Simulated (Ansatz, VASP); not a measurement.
**TaN: VASP beside Ansatz**

The input INCAR:

```
PREC     = Accurate       # precision mode
ENCUT    = 520            # plane-wave cutoff, eV
EDIFF    = 1E-6           # SCF threshold, eV
ISMEAR   = 0              # smearing method
SIGMA    = 0.05           # smearing width, eV
LREAL    = F              # projectors in reciprocal space
LASPH    = T              # aspherical terms in the spheres
NELM     = 150            # most SCF steps
ALGO     = Normal         # electronic algorithm
ISIF     = 2              # what is computed and relaxed
LWAVE    = F              # write WAVECAR
LCHARG   = F              # write CHGCAR
ISPIN    = 2              # spin polarisation
MAGMOM   = 2 2 -2 -2 0 0 0 0 # initial moments
LORBIT   = 11             # projections on sites
LMAXMIX  = 4              # l up to which the mixer works
LDAU     = T              # DFT+U
LDAUTYPE = 1            
LDAUL    = 2 -1           # shell
LDAUU    = 2 0            # U, eV
LDAUJ    = 0.7 0        
LDAUPRINT= 1            
NBANDS   = 46             # bands
```

File KPOINTS:

```
regular mesh
0
Gamma
  7 7 4
```

POSCAR

```
TaN
1.0
    3.0480018400      0.0000000000      0.0000000000
   -3.0480018400      5.2792940600      0.0000000000
    0.0000000000      0.0000000000      4.9179997800
Ta N
4 4
Direct
    0.0000000000      0.0000000000      0.0000000000
    0.0000000000      0.0000000000      0.5000000000
    0.0000000000      0.5000000000      0.0000000000
    0.0000000000      0.5000000000      0.5000000000
    0.3333333333      0.3333333334      0.2500000000
    0.6666666667      0.1666666666      0.7500000000
    0.3333333333      0.8333333333      0.2500000000
    0.6666666667      0.6666666666      0.7500000000
```

Input for Ansatz:

```yaml
crystal:
  lattice:
    - [3.04800184, 0.0, 0.0]
    - [-3.04800184, 5.27929406, 0.0]
    - [0.0, 0.0, 4.91799978]
  atoms:
    - { symbol: Ta, position: [0.0, 0.0, 0.0], spin: 2.0 }
    - { symbol: Ta, position: [0.0, 0.0, 0.5], spin: 2.0 }
    - { symbol: "N", position: [0.3333333333, 0.3333333334, 0.25] }
    - { symbol: "N", position: [0.6666666667, 0.1666666666, 0.75] }
    - { symbol: Ta, position: [0.0, 0.5, 0.0], spin: -2.0 }
    - { symbol: Ta, position: [0.0, 0.5, 0.5], spin: -2.0 }
    - { symbol: "N", position: [0.3333333333, 0.8333333333, 0.25] }
    - { symbol: "N", position: [0.6666666667, 0.6666666666, 0.75] }
basis:
  ecutwfc: 420
  ecutrho_ratio: 4
kpoints:
  mp_grid: { grid: [7, 7, 4] }
hamiltonian:
  xc: lda
  hubbard:
    sites:
      - { site: 0, l: d, u: 2.0, j: 0.7 }
      - { site: 1, l: d, u: 2.0, j: 0.7 }
      - { site: 4, l: d, u: 2.0, j: 0.7 }
      - { site: 5, l: d, u: 2.0, j: 0.7 }
scf:
  occupations: { method: gaussian, width: 0.05 }
  lower_state_search: "off"
  max_iter: 150
output:
  forces: true
  stress: true
  eigenvalues: true
  populations: true
  hubbard:
    sites:
      - { site: 0, l: d }
      - { site: 1, l: d }
      - { site: 4, l: d }
      - { site: 5, l: d }
magnetization:
  spin_polarized: true
```

Alike in both runs: task single point; functional LDA; k mesh 7 × 7 × 4; occupations gaussian, width 0.05 eV; collinear spin; Hubbard terms Ta d U = 2.0 eV, J = 0.7 eV.

```csv
,VASP,Ansatz
version,VASP 6.6.1,Ansatz 0.2.0
potentials or method,"VASP PAW LDA potentials, release 64 (Ta_pv, N), cutoff 520 eV","scalar-relativistic, plane waves, PAW"
valence electrons in the cell,64,72
```

|  | VASP | Ansatz | Ansatz less VASP |
| --- | --- | --- | --- |
| gap on the k mesh at the Fermi level (eV) | none | none | - |
| rms of the force components (eV/Å) | 0.010 | 0.010 | 0.0000 |
| net moment per atom (μB) | 0.00 | 0.00 | 0.000 |

LDA's correlation is that of Perdew and Zunger in VASP and of Perdew and Wang (1992) in Ansatz. The programs project onto different local orbitals, so the same U acts differently, and such runs can settle in different states. A gap of «none» marks a metal or a gap that the smearing closes. VASP's potentials hold 64 valence electrons a cell and Ansatz's 72, so a difference there can come from the potentials and not from the codes. Ansatz's warnings: filled band counts differ across k points, seeded moment not kept.

Spin-orbit coupling is off throughout.
